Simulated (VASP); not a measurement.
# GaSb (Immm) in VASP: a series of runs, part 2 of 2

VASP 6.6.1. Earlier steps stand in the parts before.

## (4) Single point, PBE (27.87 Å³/atom)

This run uses another cell than the first one, of 27.87 Å³/atom.

File INCAR:

```
SYSTEM = GaSb
  ALGO = Normal
  EDIFF = 1E-6
  ENCUT = 520
  GGA = PE
  ISIF = 2
  ISMEAR = 0
  LASPH = .True.
  LCHARG = .False.
  LREAL = .False.
  LWAVE = .False.
  NBANDS = 16
  NELM = 60
  PREC = Accurate
  SIGMA = 0.15
```

File KPOINTS:

```
k-points
0
Gamma
  18 18 18
  0 0 0
```

File POSCAR:

```
GaSb
1.0
   -1.6282460985      2.7753421959      3.0835770522
    1.6282460985     -2.7753421959      3.0835770522
    1.6282460985      2.7753421959     -3.0835770522
Ga Sb
1 1
Direct
    0.0000000000      0.0000000000      0.0000000000
    0.5000000000      0.5000000000      0.0000000000
```

Potentials or basis: VASP PAW PBE potentials, release 64 (Ga_d, Sb).

Started as:

```sh
> cat potpaw_PBE.64/Ga_d/POTCAR potpaw_PBE.64/Sb/POTCAR > POTCAR
> mpirun -np 1 vasp_std > vasp.out
```

OUTCAR:

```text
SYSTEM = GaSb
   EDIFF = 1E-6
   ENCUT = 520
   GGA = PE
   ISIF = 2
   ISMEAR = 0
   LASPH = .True.
   LREAL = .False.
   NELM = 60
   PREC = Accurate

 ion  position               nearest neighbor table
   1  0.000  0.000  0.000-   2 3.08   2 3.08   2 3.22   2 3.22   2 3.22   2 3.22
   2  0.500  0.500  0.000-   1 3.08   1 3.08   1 3.22   1 3.22   1 3.22   1 3.22

  LATTYP: Found a body centered orthorhombic cell.
 ALAT       =     3.2564921970
 B/A-ratio  =     1.7044979862
 C/A-ratio  =     1.8938028195

  Lattice vectors:

 A1 = (  -1.6282460985,   2.7753421959,   3.0835770522)
 A2 = (   1.6282460985,  -2.7753421959,   3.0835770522)
 A3 = (   1.6282460985,   2.7753421959,  -3.0835770522)

Analysis of symmetry for initial positions (statically):
=====================================================================
 Subroutine PRICEL returns:
 Original cell was already a primitive cell.

 Routine SETGRP: Setting up the symmetry group for a
 body centered orthorhombic supercell.

 Subroutine GETGRP returns: Found  8 space group operations
 (whereof  8 operations were pure point group operations)
 out of a pool of  8 trial point group operations.

[... 164 lines left out ...]

 val. band max:        5.0024735207   @ k =  -0.4444   0.4444   0.1667
 cond. band min:       5.0042591202   @ k =  -0.2778   0.1667   0.0556
 fundamental gap:      0.0017855995
 Fermi energy:         5.0036992931

 k-point     1 :       0.0000    0.0000    0.0000
  band No.  band energies     occupation
      1      -9.7704      2.00000
      2      -9.6935      2.00000
      3      -9.6929      2.00000
      4      -9.6904      2.00000
      5      -9.6690      2.00000
      6      -5.9366      2.00000
[... 433 lines left out ...]
      3      -9.6949      2.00000
      4      -9.6866      2.00000
      5      -9.6695      2.00000
      6      -5.4607      2.00000
[... 8 lines left out ...]
     15      14.2592      0.00000
     16      15.3738      0.00000

 [... further k-points ...]

------------------------ aborting loop because EDIFF is reached ----------------------------------------

  FORCE on cell =-STRESS in cart. coord.  units (eV):
  Direction    XX          YY          ZZ          XY          YZ          ZX
  --------------------------------------------------------------------------------------
  -------------------------------------------------------------------------------------
  Total       -1.5360214     -1.8312359     -2.2733451     -0.0000000      0.0000000      0.0000000
  in kB      -44.1526187    -52.6384989    -65.3468368     -0.0000000      0.0000000      0.0000000
  external PRESSURE =     -54.0459848 kB  Pullay stress =       0.0000000 kB

 VOLUME and BASIS-vectors are now :
 -----------------------------------------------------------------------------
  energy-cutoff  :      520.00
  volume of cell :       55.74
      direct lattice vectors                 reciprocal lattice vectors
    -1.628246099  2.775342196  3.083577052     0.000000000  0.180157964  0.162149345
     1.628246099 -2.775342196  3.083577052     0.307078887  0.000000000  0.162149345
     1.628246099  2.775342196 -3.083577052     0.307078887  0.180157964  0.000000000

 POSITION                                       TOTAL-FORCE (eV/Angst)
 -----------------------------------------------------------------------------------
      0.00000      0.00000      0.00000        -0.000000      0.000000     -0.000000
      0.00000      0.00000      3.08358         0.000000      0.000000      0.000000
 -----------------------------------------------------------------------------------
    total drift:                               -0.000000     -0.000000     -0.000000

  FREE ENERGIE OF THE ION-ELECTRON SYSTEM (eV)
  ---------------------------------------------------
  free  energy   TOTEN  =        -6.8292323586 eV

  energy  without entropy=       -6.8179250256  energy(sigma->0) =       -6.82357869
```

stdout:

```text
POSCAR found type information on POSCAR GaSb
 POSCAR found :  2 types and       2 ions
 scaLAPACK will be used
 LDA part: xc-table for (Slater+PW92), standard interpolation
 POSCAR, INCAR and KPOINTS ok, starting setup
 FFT: planning ... GRIDC
 FFT: planning ... GRID_SOFT
 FFT: planning ... GRID
 WAVECAR not read
 entering main loop
```

Run time: 11 min. Hardware: 1 thread of Intel Xeon 8259CL, shared host; peak memory 0.86 GiB.

Results:

- Free energy: -6.8292 eV
- Pressure: -5.4 GPa
- Band gap on the k mesh: zero (bands 9 and 10 overlap by 3.88 eV)

Levels at points of the mesh, in eV from the Fermi level:
| k point | band 6 | band 7 | band 8 | band 9 | band 10 | band 11 | band 12 | band 13 |
| --- | --- | --- | --- | --- | --- | --- | --- | --- |
| (0.00, 0.00, 0.00) | -10.94 | -3.57 | -1.86 | -1.23 | 3.67 | 4.51 | 5.18 | 6.97 |
| (0.50, 0.00, 0.00) | -9.86 | -7.18 | -0.24 | 1.41 | 1.70 | 2.55 | 4.17 | 6.50 |
| (0.00, 0.50, 0.00) | -7.82 | -5.40 | -1.74 | -0.16 | -0.11 | 1.39 | 2.11 | 3.28 |
| (0.50, 0.50, 0.00) | -7.79 | -4.21 | -3.31 | -1.78 | -1.27 | 3.58 | 3.77 | 5.85 |
| (0.50, 0.50, 0.50) | -9.18 | -5.50 | -4.21 | -3.95 | 3.01 | 6.84 | 8.03 | 8.91 |

Caveat: the cell stands under tension; spin-orbit coupling is left out, which moves the levels of the heavy elements.

## (5) Single point, PBE (24.02 Å³/atom)

This run uses another cell than the first one, of 24.02 Å³/atom.

File INCAR:

```
PREC = Accurate
ENCUT = 520
EDIFF = 1E-7
ISMEAR = 0
SIGMA = 0.15
LREAL = F
LASPH = T
NELM = 60
ALGO = Normal
ISIF = 2
LWAVE = F
LCHARG = F
GGA = PE
NBANDS = 16
```

File KPOINTS:

```
Automatic mesh
0
Gamma
  18 18 18
```

File POSCAR:

```
GaSb
1.0
   -1.5222814265      2.6650053015      2.9609859296
    1.5222814265     -2.6650053015      2.9609859296
    1.5222814265      2.6650053015     -2.9609859296
Ga Sb
1 1
Direct
    0.0000000000      0.0000000000      0.0000000000
    0.5000000000      0.5000000000      0.0000000000
```

Potentials or basis: VASP PAW PBE potentials, release 64 (Ga_d, Sb).

Started as:

```sh
> cat potpaw_PBE.64/Ga_d/POTCAR potpaw_PBE.64/Sb/POTCAR > POTCAR
> mpirun -np 1 vasp_std > vasp.out
```

OUTCAR:

```text
PREC = Accurate
   ENCUT = 520
   EDIFF = 1E-7
   ISMEAR = 0
   LREAL = F
   LASPH = T
   NELM = 60
   ISIF = 2
   GGA = PE

 ion  position               nearest neighbor table
   1  0.000  0.000  0.000-   2 2.96   2 2.96   2 3.07   2 3.07   2 3.07   2 3.07
   2  0.500  0.500  0.000-   1 2.96   1 2.96   1 3.07   1 3.07   1 3.07   1 3.07

  LATTYP: Found a body centered orthorhombic cell.
 ALAT       =     3.0445628530
 B/A-ratio  =     1.7506653206
 C/A-ratio  =     1.9450975871

  Lattice vectors:

 A1 = (  -1.5222814265,   2.6650053015,   2.9609859296)
 A2 = (   1.5222814265,  -2.6650053015,   2.9609859296)
 A3 = (   1.5222814265,   2.6650053015,  -2.9609859296)

Analysis of symmetry for initial positions (statically):
=====================================================================
 Subroutine PRICEL returns:
 Original cell was already a primitive cell.

 Routine SETGRP: Setting up the symmetry group for a
 body centered orthorhombic supercell.

 Subroutine GETGRP returns: Found  8 space group operations
 (whereof  8 operations were pure point group operations)
 out of a pool of  8 trial point group operations.

The static configuration has the point symmetry D_2h.

Analysis of symmetry for dynamics (positions and initial velocities):
=====================================================================
 Subroutine PRICEL returns:
 Original cell was already a primitive cell.

 Routine SETGRP: Setting up the symmetry group for a
 body centered orthorhombic supercell.

 Subroutine GETGRP returns: Found  8 space group operations
 (whereof  8 operations were pure point group operations)
 out of a pool of  8 trial point group operations.

The dynamic configuration has the point symmetry D_2h.

 Subroutine INISYM returns: Found  8 space group operations
[... 112 lines left out ...]
   ISMEAR =     0;   SIGMA  =   0.15  broadening in eV -4-tet -1-fermi 0-gaus
   EFERMI_NEDOS =   21; number of points for ismear=-14 and -15
   IALGO  =     38    algorithm
   IMIX   =      4    mixing-type and parameters
     AMIX     =   0.40;   BMIX     =  1.00
     AMIX_MAG =   1.60;   BMIX_MAG =  1.00
  volume/ion in A,a.u.               =      24.02       162.13
  Fermi-wavevector in a.u.,A,eV,Ry     =   1.180146  2.230153 18.949453  1.392745
  Thomas-Fermi vector in A             =   2.316444
   LORBIT       =      0    0 simple, 1 ext, 2 COOP (PROOUT), +10 PAW based schemes
   GGA     = PE    functional components
   LHFCALC =     F    Hartree Fock is set to
   AEXX    =    0.0000 exact exchange contribution
   IVDW    =     0    specifies the selected vdW correction
   LEPSILON=     F    determine dielectric tensor
   LRPA    =     F    only Hartree local field effects (RPA)
 non-spin polarized calculation
 Gauss-broadening in eV      SIGMA  =   0.15
  energy-cutoff  :      520.00
  volume of cell :       48.05
 maximum number of plane-waves:      1320
   NGX = 15   NGY = 15   NGZ = 15

 number of electron      17.9999992 magnetization

 Free energy of the ion-electron system (eV)
  ---------------------------------------------------
  ext. energy  EPLUGINS =         0.00000000
  ---------------------------------------------------
  free energy    TOTEN  =        -6.95435725 eV

  energy without entropy =       -6.94537436  energy(sigma->0) =       -6.94986580

 E-fermi :   6.6100     XC(G=0): -10.2592

 val. band max:        6.6047026244   @ k =  -0.3889   0.2778   0.0556
 cond. band min:       6.6152202682   @ k =  -0.2778   0.3333   0.0000
 fundamental gap:      0.0105176438
 Fermi energy:         6.6099543767

 k-point     1 :       0.0000    0.0000    0.0000
  band No.  band energies     occupation
      1      -8.3404      2.00000
      2      -8.2349      2.00000
      3      -8.2329      2.00000
      4      -8.2083      2.00000
      5      -8.1746      2.00000
      6      -5.4153      2.00000
[... 433 lines left out ...]
      3      -8.2268      2.00000
      4      -8.2114      2.00000
      5      -8.1759      2.00000
      6      -4.8529      2.00000
[... 8 lines left out ...]
     15      16.8540      0.00000
     16      17.8356      0.00000

 [... further k-points ...]

------------------------ aborting loop because EDIFF is reached ----------------------------------------

  FORCE on cell =-STRESS in cart. coord.  units (eV):
  Direction    XX          YY          ZZ          XY          YZ          ZX
  --------------------------------------------------------------------------------------
  -------------------------------------------------------------------------------------
  Total        1.0200659      0.1372160     -0.8264110      0.0000000      0.0000000      0.0000000
  in kB       34.0133523      4.5753686    -27.5560736      0.0000000      0.0000000      0.0000000
  external PRESSURE =       3.6775491 kB  Pullay stress =       0.0000000 kB

 VOLUME and BASIS-vectors are now :
 -----------------------------------------------------------------------------
  energy-cutoff  :      520.00
  volume of cell :       48.05
      direct lattice vectors                 reciprocal lattice vectors
    -1.522281426  2.665005301  2.960985930     0.000000000  0.187616888  0.168862673
     1.522281426 -2.665005301  2.960985930     0.328454379  0.000000000  0.168862673
     1.522281426  2.665005301 -2.960985930     0.328454379  0.187616888  0.000000000

 POSITION                                       TOTAL-FORCE (eV/Angst)
 -----------------------------------------------------------------------------------
      0.00000      0.00000      0.00000        -0.000000     -0.000000      0.000000
      0.00000      0.00000      2.96099         0.000000      0.000000     -0.000000
 -----------------------------------------------------------------------------------
    total drift:                               -0.000000      0.000000      0.000000

  FREE ENERGIE OF THE ION-ELECTRON SYSTEM (eV)
  ---------------------------------------------------
  free  energy   TOTEN  =        -6.9543572475 eV

  energy  without entropy=       -6.9453743617  energy(sigma->0) =       -6.94986580
```

Wall time 13 min (1 thread of Intel Xeon 8259CL, shared host); peak memory 0.76 GiB.

What came out:

```yaml
Free_energy: -6.9544 eV
Pressure: 0.4 GPa
Band_gap_on_the_k_mesh: zero (bands 9 and 10 overlap by 4.77 eV)
```

Stress tensor (GPa, compression positive):
```
 3.40  0.00  0.00
 0.00  0.46  0.00
 0.00  0.00 -2.76
```

Caveat: the stress differs along the axes, from -3 to 3 GPa; spin-orbit coupling is left out, which moves the levels of the heavy elements.

## (6) Summary

| cell | gap on the mesh (eV) | pressure (GPa) |
| --- | --- | --- |
| a = 4.411 Å, angles 138.2, 102.6, 92.1°, 2 atoms | none | -4.0 |
| a = 4.342 Å, angles 135.0, 103.6, 93.3°, 2 atoms | none | -4.2 |
| a = 4.457 Å, angles 137.1, 103.0, 92.4°, 2 atoms | none | -5.4 |
| a = 4.265 Å, angles 138.2, 102.6, 92.1°, 2 atoms | none | 0.4 |

Alike in all rows: task single point; level PBE; potentials or basis VASP PAW PBE potentials, release 64 (Ga_d, Sb); no spin polarisation; k mesh 18 × 18 × 18; cutoff (eV) 520; smearing gaussian 0.15 eV.

Caveats: spin-orbit coupling is left out, which moves the levels of the heavy elements; the cell stands under tension (at least some runs); the stress differs along the axes, from -3 to 3 GPa (at least some runs).

Total energies depend on the potentials used, so only differences within one code and one set of settings carry meaning.
